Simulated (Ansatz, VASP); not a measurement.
## One calculation of Cr, two programs

```
CELL_PARAMETERS angstrom
0.00000 1.79919 1.79919
1.79919 0.00000 1.79919
1.79919 1.79919 0.00000
ATOMIC_POSITIONS crystal
Cr 0.00000 0.00000 0.00000
```

Alike in both runs: task single point; functional r2SCAN; k mesh 17 × 17 × 17; occupations fermi-dirac, width 0.1 eV; no spin polarisation.

```csv
,VASP,Ansatz
version,VASP 6.6.1,Ansatz 0.2.0
potentials or method,"VASP PAW PBE potentials, release 64 (Cr_pv), cutoff 520 eV","plane waves (500 eV) with PAW, scalar-relativistic"
valence electrons in the cell,12,14
```

|  | VASP | Ansatz | Ansatz less VASP |
| --- | --- | --- | --- |
| pressure (GPa) | 0.7 | 0.0 | -0.73 |

VASP's potentials were made for PBE, not for r2SCAN. VASP's potentials hold 12 valence electrons a cell and Ansatz's 14, so a difference there can come from the potentials and not from the codes.
